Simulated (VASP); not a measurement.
# CdS (I-4m2) in VASP: notebook

The runs below take CdS through single point, with r2SCAN.

Everything below comes from runs of VASP 6.6.1. Logs are shortened: lines on timing, memory, paths and dates and some standing lists are left out, and cuts for length are marked.

## (1) The cell of the first run

It takes space group I-4m2 (No. 119, tetragonal). Conventional cell: a = 4.620 Å, b = 4.620 Å, c = 4.619 Å, α = 90.00°, β = 90.00°, γ = 90.00°. Cd (site symmetry -4m2) has 4 S at 2.58 Å within 3.4 Å. Within 3.4 Å of S (site symmetry -4m2) lie 4 Cd at 2.58 Å.

## (2) Single point, r2SCAN

File POSCAR:

```
CdS
1.0
    0.0000000000      3.2665289966      2.3094360006
    3.2665289966      0.0000000000      2.3094360006
    3.2665289966      3.2665289966      0.0000000000
Cd S
1 1
Direct
    0.0000000000      0.0000000000      0.0000000000
    0.7500000000      0.7500000000      0.7500000000
```

File INCAR.step1:

```
SYSTEM = CdS
PREC = Accurate ; ENCUT = 520
ISMEAR = 0 ; SIGMA = 0.05
LREAL = .FALSE. ; LASPH = .TRUE.
NELM = 60 ; NBANDS = 16
GGA = PE ; ALGO = Normal
EDIFF = 1E-4 ; LWAVE = .TRUE.
LCHARG = .FALSE.
```

File INCAR.step2:

```
SYSTEM = CdS
PREC = Accurate ; ENCUT = 520
EDIFF = 1E-7 ; ISMEAR = 0
SIGMA = 0.05 ; LREAL = .FALSE.
LASPH = .TRUE. ; NELM = 60
ALGO = Normal ; ISIF = 2
LWAVE = .FALSE. ; LCHARG = .FALSE.
METAGGA = R2SCAN ; LMIXTAU = .TRUE.
NBANDS = 16 ; ISTART = 1
```

File KPOINTS:

```
Automatic mesh
0
G
  10 10 10
  0 0 0
```

Potentials or basis: VASP PAW PBE potentials, release 64 (Cd, S).

Started as:

```bash
$ cat potpaw_PBE.64/Cd/POTCAR potpaw_PBE.64/S/POTCAR > POTCAR
$ cp INCAR.step1 INCAR
$ mpirun -np 1 vasp_std > vasp.out
$ cp INCAR.step2 INCAR
$ mpirun -np 1 vasp_std > vasp.out
```

OUTCAR:

```text
SYSTEM = CdS
   PREC = Accurate
   ENCUT = 520
   EDIFF = 1E-7
   ISMEAR = 0
   LREAL = .FALSE.
   LASPH = .TRUE.
   NELM = 60
   ISIF = 2
   METAGGA = R2SCAN
   ISTART = 1

 ion  position               nearest neighbor table
   1  0.000  0.000  0.000-   2 2.58   2 2.58   2 2.58   2 2.58
   2  0.750  0.750  0.750-   1 2.58   1 2.58   1 2.58   1 2.58

  LATTYP: Found a body centered tetragonal cell.
 ALAT       =     4.6195696089
 C/A-ratio  =     0.9998489886

  Lattice vectors:

 A1 = (   0.0000000000,  -3.2665289966,  -2.3094360006)
 A2 = (   0.0000000000,   3.2665289966,  -2.3094360006)
 A3 = (   3.2665289966,   0.0000000000,   2.3094360006)

Analysis of symmetry for initial positions (statically):
=====================================================================
 Subroutine PRICEL returns:
 Original cell was already a primitive cell.

 Routine SETGRP: Setting up the symmetry group for a
 body centered tetragonal supercell.

 Subroutine GETGRP returns: Found  8 space group operations
 (whereof  8 operations were pure point group operations)
 out of a pool of 16 trial point group operations.

The static configuration has the point symmetry D_2d.

Analysis of symmetry for dynamics (positions and initial velocities):
=====================================================================
 Subroutine PRICEL returns:
 Original cell was already a primitive cell.

 Routine SETGRP: Setting up the symmetry group for a
 body centered tetragonal supercell.

 Subroutine GETGRP returns: Found  8 space group operations
 (whereof  8 operations were pure point group operations)
 out of a pool of 16 trial point group operations.

The dynamic configuration has the point symmetry D_2d.

 Subroutine INISYM returns: Found  8 space group operations
 (whereof  8 operations are pure point group operations),
 and found     1 'primitive' translations

----------------------------------------------------------------------------------------

                                     Primitive cell

  volume of cell :      49.2843

  direct lattice vectors                    reciprocal lattice vectors
     0.000000000  3.266528997  2.309436001    -0.153067675  0.153067675  0.216503077
     3.266528997  0.000000000  2.309436001     0.153067675 -0.153067675  0.216503077
     3.266528997  3.266528997  0.000000000     0.153067675  0.153067675 -0.216503077

  length of vectors
     4.000463264  4.000463264  4.619569609     0.306158470  0.306158470  0.306158470

  position of ions in fractional coordinates (direct lattice)
     0.000000000  0.000000000  0.000000000
     0.750000000  0.750000000  0.750000000

  ion indices of the primitive-cell ions
   primitive index   ion index
                 1           1
                 2           2

----------------------------------------------------------------------------------------

 KPOINTS: Automatic mesh

Automatic generation of k-mesh.
 Grid dimensions read from file:
 generate k-points for:   10   10   10

 Generating k-lattice:

  Cartesian coordinates                     Fractional coordinates (reciprocal lattice)
    -0.015306768  0.015306768  0.021650308     0.100000000  0.000000000  0.000000000
     0.015306768 -0.015306768  0.021650308     0.000000000  0.100000000  0.000000000
     0.015306768  0.015306768 -0.021650308    -0.000000000 -0.000000000  0.100000000

  Length of vectors
     0.030615847  0.030615847  0.030615847

  Shift w.r.t. Gamma in fractional coordinates (k-lattice)
     0.000000000  0.000000000  0.000000000

 Subroutine IBZKPT returns following result:
 ===========================================

 Found    102 irreducible k-points:

 Following reciprocal coordinates:
            Coordinates               Weight
  0.000000  0.000000  0.000000      1.000000
  0.100000  0.000000  0.000000      8.000000
  0.200000  0.000000  0.000000      8.000000
  0.300000  0.000000  0.000000      8.000000
  0.400000  0.000000  0.000000      8.000000
  0.500000 -0.000000  0.000000      4.000000
[... 16 lines left out ...]
  0.300000  0.300000  0.000000      2.000000
  0.400000  0.300000  0.000000      8.000000
 [... further k-points ...]
   k-points           NKPTS =    102   k-points in BZ     NKDIM =    102   number of bands    NBANDS=     16
   number of dos      NEDOS =    301   number of ions     NIONS =      2
   total plane-waves  NPLWV =  32400
   dimension x,y,z NGX =    30 NGY =   30 NGZ =   36
   dimension x,y,z NGXF=    60 NGYF=   60 NGZF=   72
   ions per type =               1   1
   NGX,Y,Z   is equivalent  to a cutoff of  12.47, 12.47, 12.96 a.u.
   NGXF,Y,Z  is equivalent  to a cutoff of  24.93, 24.93, 25.91 a.u.
 SYSTEM =  CdS
   PREC   = accura    normal or accurate (medium, high low for compatibility)
   ISTART =      1    job   : 0-new  1-cont  2-samecut
   ICHARG =      0    charge: 1-file 2-atom 10-const
   ISPIN  =      1    spin polarized calculation?
   LNONCOLLINEAR =      F non collinear calculations
   LSORBIT =      F    spin-orbit coupling
   LASPH  =      T    aspherical Exc in radial PAW
   ENCUT  =  520.0 eV  38.22 Ry    6.18 a.u.   7.44  7.44  8.59*2*pi/ulx,y,z
   NELM   =     60;   NELMIN=  2; NELMDL=  0     # of ELM steps
   EDIFF  = 0.1E-06   stopping-criterion for ELM
   LREAL  =      F    real-space projection
   EDIFFG = 0.1E-05   stopping-criterion for IOM
   NSW    =      0    number of steps for IOM
   IBRION =     -1    ionic relax: 0-MD 1-quasi-New 2-CG
   NFREE  =      0    steps in history (QN), initial steepest desc. (CG)
   ISIF   =      2    stress and relaxation
   ISYM   =      2    0-nonsym 1-usesym 2-fastsym
   POTIM  = 0.5000    time-step for ionic-motion
   TEBEG  =    0.0;   TEEND  =   0.0 temperature during run
   PSTRESS=    0.0 pullay stress
   NELECT =      18.0000    total number of electrons
   NUPDOWN=      -1.0000    fix difference up-down
   EMIN   =  10.00;   EMAX   =-10.00  energy-range for DOS
   EFERMI =   0.00;   METHOD = LEGACY
   ISMEAR =     0;   SIGMA  =   0.05  broadening in eV -4-tet -1-fermi 0-gaus
   EFERMI_NEDOS =   21; number of points for ismear=-14 and -15
   IALGO  =     38    algorithm
   IMIX   =      4    mixing-type and parameters
     AMIX     =   0.40;   BMIX     =  1.00
     AMIX_MAG =   1.60;   BMIX_MAG =  1.00
  volume/ion in A,a.u.               =      24.64       166.29
  Fermi-wavevector in a.u.,A,eV,Ry     =   1.170207  2.211371 18.631605  1.369384
  Thomas-Fermi vector in A             =   2.306669
   LORBIT       =      0    0 simple, 1 ext, 2 COOP (PROOUT), +10 PAW based schemes
   METAGGA = R2SCAN    functional components
   LHFCALC =     F    Hartree Fock is set to
   AEXX    =    0.0000 exact exchange contribution
   IVDW    =     0    specifies the selected vdW correction
   LEPSILON=     F    determine dielectric tensor
   LRPA    =     F    only Hartree local field effects (RPA)
 non-spin polarized calculation
 Gauss-broadening in eV      SIGMA  =   0.05
  energy-cutoff  :      520.00
  volume of cell :       49.28
 maximum number of plane-waves:      1345
 NGX is ok and might be reduce to    30

 number of electron      17.9999997 magnetization

 Free energy of the ion-electron system (eV)
  ---------------------------------------------------
  ext. energy  EPLUGINS =         0.00000000
  ---------------------------------------------------
  free energy    TOTEN  =       -29.54840488 eV

  energy without entropy =      -29.54840488  energy(sigma->0) =      -29.54840488

 E-fermi :   1.6051     XC(G=0):  -9.8343

 val. band max:        1.3437294174   @ k =   0.0000   0.0000   0.0000
 cond. band min:       2.4511981024   @ k =   0.0000   0.0000   0.0000
 fundamental gap:      1.1074686849
 Fermi energy:         1.6050705500

 k-point     1 :       0.0000    0.0000    0.0000
  band No.  band energies     occupation
      1     -11.6131      2.00000
      2      -6.8096      2.00000
      3      -6.8096      2.00000
      4      -6.6997      2.00000
      5      -6.4817      2.00000
      6      -6.3906      2.00000
[... 8 lines left out ...]
     15      11.8091      0.00000
     16      13.3897      0.00000

 k-point     2 :       0.1000    0.0000    0.0000
  band No.  band energies     occupation
      1     -11.5646      2.00000
      2      -6.8024      2.00000
      3      -6.7974      2.00000
      4      -6.6858      2.00000
      5      -6.4733      2.00000
      6      -6.3883      2.00000
[... 8 lines left out ...]
     15      11.6642      0.00000
     16      13.9296      0.00000

 k-point     3 :       0.2000    0.0000    0.0000
  band No.  band energies     occupation
      1     -11.4367      2.00000
      2      -6.7905      2.00000
      3      -6.7602      2.00000
      4      -6.6367      2.00000
      5      -6.4431      2.00000
      6      -6.3775      2.00000
[... 8 lines left out ...]
     15      11.6268      0.00000
     16      14.8521      0.00000

 k-point     4 :       0.3000    0.0000    0.0000
  band No.  band energies     occupation
      1     -11.2770      2.00000
      2      -6.7877      2.00000
      3      -6.7058      2.00000
      4      -6.5494      2.00000
      5      -6.3899      2.00000
      6      -6.3356      2.00000
[... 8 lines left out ...]
     15      12.5730      0.00000
     16      14.8471      0.00000

 k-point     5 :       0.4000    0.0000    0.0000
  band No.  band energies     occupation
      1     -11.1475      2.00000
      2      -6.7929      2.00000
      3      -6.6596      2.00000
      4      -6.4845      2.00000
      5      -6.3363      2.00000
      6      -6.2119      2.00000
[... 8 lines left out ...]
     15      13.9455      0.00000
     16      14.1277      0.00000

 k-point     6 :       0.5000   -0.0000    0.0000
  band No.  band energies     occupation
      1     -11.0982      2.00000
      2      -6.7961      2.00000
      3      -6.6418      2.00000
      4      -6.4698      2.00000
      5      -6.3138      2.00000
      6      -6.1195      2.00000
[... 8 lines left out ...]
     15      13.4152      0.00000
     16      15.5269      0.00000

 k-point     7 :       0.1000    0.1000    0.0000
  band No.  band energies     occupation
      1     -11.5276      2.00000
      2      -6.7963      2.00000
      3      -6.7963      2.00000
      4      -6.6946      2.00000
      5      -6.4617      2.00000
      6      -6.3691      2.00000
[... 8 lines left out ...]
     15      12.3624      0.00000
     16      14.5271      0.00000

 k-point     8 :       0.2000    0.1000    0.0000
  band No.  band energies     occupation
      1     -11.4125      2.00000
      2      -6.7803      2.00000
      3      -6.7764      2.00000
      4      -6.6624      2.00000
      5      -6.4320      2.00000
      6      -6.3398      2.00000
[... 8 lines left out ...]
     15      12.8038      0.00000
     16      15.4694      0.00000

 k-point     9 :       0.3000    0.1000    0.0000
  band No.  band energies     occupation
      1     -11.2629      2.00000
      2      -6.7705      2.00000
      3      -6.7442      2.00000
      4      -6.5857      2.00000
      5      -6.3825      2.00000
      6      -6.2759      2.00000
[... 8 lines left out ...]
     15      13.1593      0.00000
     16      14.8112      0.00000
[... 172 lines left out ...]
 k-point    19 :       0.5000    0.2000    0.0000
  band No.  band energies     occupation
      1     -11.0387      2.00000
      2      -6.6984      2.00000
      3      -6.6592      2.00000
      4      -6.5538      2.00000
      5      -6.3132      2.00000
      6      -5.9487      2.00000
[... 8 lines left out ...]
     15      14.9694      0.00000
     16      16.0056      0.00000

 k-point    20 :      -0.4000    0.2000    0.0000
  band No.  band energies     occupation
      1     -11.0595      2.00000
      2      -6.6961      2.00000
      3      -6.6268      2.00000
      4      -6.5354      2.00000
      5      -6.3417      2.00000
      6      -6.0510      2.00000
[... 8 lines left out ...]
     15      13.5693      0.00000
     16      15.0902      0.00000

 k-point    21 :      -0.3000    0.2000    0.0000
  band No.  band energies     occupation
      1     -11.1475      2.00000
      2      -6.7042      2.00000
      3      -6.6229      2.00000
      4      -6.5095      2.00000
      5      -6.3944      2.00000
      6      -6.2810      2.00000
[... 8 lines left out ...]
     15      12.0129      0.00000
     16      13.8943      0.00000

 k-point    22 :      -0.2000    0.2000    0.0000
  band No.  band energies     occupation
      1     -11.2716      2.00000
      2      -6.7324      2.00000
      3      -6.6385      2.00000
      4      -6.5389      2.00000
      5      -6.4343      2.00000
      6      -6.4227      2.00000
[... 8 lines left out ...]
     15      12.7306      0.00000
     16      12.8656      0.00000

 k-point    23 :       0.3000    0.3000    0.0000
  band No.  band energies     occupation
      1     -11.1095      2.00000
      2      -6.6749      2.00000
      3      -6.6641      2.00000
      4      -6.6641      2.00000
      5      -6.3458      2.00000
      6      -6.0811      2.00000
[... 8 lines left out ...]
     15      12.5084      0.00000
     16      16.4508      0.00000

 k-point    24 :       0.4000    0.3000    0.0000
  band No.  band energies     occupation
      1     -11.0325      2.00000
      2      -6.6888      2.00000
      3      -6.6260      2.00000
      4      -6.6054      2.00000
      5      -6.3150      2.00000
      6      -5.9219      2.00000
[... 8 lines left out ...]
     15      13.4178      0.00000
     16      16.6844      0.00000

 [... further k-points ...]
[... 5 lines left out ...]
  --------------------------------------------------------------------------------------
  -------------------------------------------------------------------------------------
  Total       -0.7504885     -0.7504885      0.3366053      0.0000000      0.0000000      0.0000000
  in kB      -24.3975194    -24.3975194     10.9426503      0.0000000      0.0000000      0.0000000
  external PRESSURE =     -12.6174629 kB  Pullay stress =       0.0000000 kB

 VOLUME and BASIS-vectors are now :
 -----------------------------------------------------------------------------
  energy-cutoff  :      520.00
  volume of cell :       49.28
      direct lattice vectors                 reciprocal lattice vectors
     0.000000000  3.266528997  2.309436001    -0.153067675  0.153067675  0.216503077
     3.266528997  0.000000000  2.309436001     0.153067675 -0.153067675  0.216503077
     3.266528997  3.266528997  0.000000000     0.153067675  0.153067675 -0.216503077

 POSITION                                       TOTAL-FORCE (eV/Angst)
 -----------------------------------------------------------------------------------
      0.00000      0.00000      0.00000        -0.000000     -0.000000      0.000000
      4.89979      4.89979      3.46415         0.000000      0.000000     -0.000000
 -----------------------------------------------------------------------------------
    total drift:                                0.000009      0.000009     -0.000020

  FREE ENERGIE OF THE ION-ELECTRON SYSTEM (eV)
  ---------------------------------------------------
  free  energy   TOTEN  =       -29.5484048810 eV

  energy  without entropy=      -29.5484048810  energy(sigma->0) =      -29.54840488
```

It took 9.7 min on 1 thread of Intel Xeon 8259CL, shared host; peak memory 0.23 GiB.

What came out:

```
Free energy            : -29.5484 eV
Pressure               : -1.3 GPa
Band gap on the k mesh : 1.11 eV
```

Stress tensor (GPa, compression positive):
```
-2.44  0.00  0.00
 0.00 -2.44  0.00
 0.00  0.00  1.09
```

Caveat: the PAW data sets were made with another functional, which shifts forces and pressure a little.

## (3) Single point, r2SCAN

This run uses another cell than the first one, of the same volume but with other edges.

File POSCAR:

```
CdS
1.0
    0.0000000000      2.5926457827      3.6660011368
    2.5926457827      0.0000000000      3.6660011368
    2.5926457827      2.5926457827      0.0000000000
Cd S
1 1
Direct
    0.0000000000      0.0000000000      0.0000000000
    0.7500000000      0.7500000000      0.7500000000
```

File INCAR.step1:

```
SYSTEM = CdS
PREC     = Accurate       ! precision mode
ENCUT    = 520            ! plane-wave cutoff, eV
ISMEAR   = 0              ! smearing method
SIGMA    = 0.05           ! smearing width, eV
LREAL    = .False.        ! projectors in reciprocal space
LASPH    = .True.         ! aspherical terms in the spheres
NELM     = 100            ! most SCF steps
NBANDS   = 16             ! bands
GGA      = PE             ! functional
ALGO     = Normal         ! electronic algorithm
EDIFF    = 1E-4           ! SCF threshold, eV
LWAVE    = .True.         ! write WAVECAR
LCHARG   = .False.        ! write CHGCAR
```

File INCAR.step2:

```
SYSTEM = CdS
PREC     = Accurate       ! precision mode
ENCUT    = 520            ! plane-wave cutoff, eV
EDIFF    = 1E-6           ! SCF threshold, eV
ISMEAR   = 0              ! smearing method
SIGMA    = 0.05           ! smearing width, eV
LREAL    = .False.        ! projectors in reciprocal space
LASPH    = .True.         ! aspherical terms in the spheres
NELM     = 100            ! most SCF steps
ALGO     = Normal         ! electronic algorithm
ISIF     = 2              ! what is computed and relaxed
LWAVE    = .False.        ! write WAVECAR
LCHARG   = .False.        ! write CHGCAR
METAGGA  = R2SCAN         ! meta-GGA
LMIXTAU  = .True.       
NBANDS   = 16             ! bands
ISTART   = 1
```

File KPOINTS:

```
regular mesh
0
Gamma
  10 10 10
  0 0 0
```

Potentials or basis: VASP PAW PBE potentials, release 64 (Cd, S).

Started as:

```bash
$ cat potpaw_PBE.64/Cd/POTCAR potpaw_PBE.64/S/POTCAR > POTCAR
$ cp INCAR.step1 INCAR
$ mpirun -np 1 vasp_std > vasp.out
$ cp INCAR.step2 INCAR
$ mpirun -np 1 vasp_std > vasp.out
```

Run time: 8.5 min. Hardware: 1 thread of Intel Xeon 8259CL, shared host; peak memory 0.25 GiB.

It converged, with:

```yaml
Free_energy: -29.2840 eV
Pressure: -0.9 GPa
Band_gap_on_the_k_mesh: 0.43 eV
```

Stress tensor (GPa, compression positive):
```
  3.83   0.00   0.00
  0.00   3.83   0.00
  0.00   0.00 -10.46
```

Levels at points of the mesh, in eV from the valence-band top:
| k point | band 5 | band 6 | band 7 | band 8 | band 9 | band 10 | band 11 | band 12 | band 13 | band 14 |
| --- | --- | --- | --- | --- | --- | --- | --- | --- | --- | --- |
| (0.00, 0.00, 0.00) | -8.16 | -8.08 | -1.79 | 0.00 | 0.00 | 0.43 | 7.22 | 7.22 | 7.27 | 8.11 |
| (0.50, 0.00, 0.00) | -8.11 | -7.80 | -4.62 | -2.01 | -0.25 | 1.85 | 6.71 | 7.73 | 8.83 | 10.71 |
| (0.50, 0.50, 0.00) | -8.17 | -8.06 | -5.65 | -1.14 | -1.14 | 4.76 | 5.49 | 7.62 | 11.39 | 11.39 |
| (0.50, 0.00, 0.50) | -8.04 | -7.56 | -3.49 | -2.73 | -2.26 | 3.05 | 3.48 | 7.95 | 9.33 | 9.41 |

Caveat: the stress differs along the axes, from -10 to 4 GPa; semilocal functionals underestimate gaps, and a narrow one can read as zero; the PAW data sets were made with another functional, which shifts forces and pressure a little.

(Continued in part 2 of 2.)
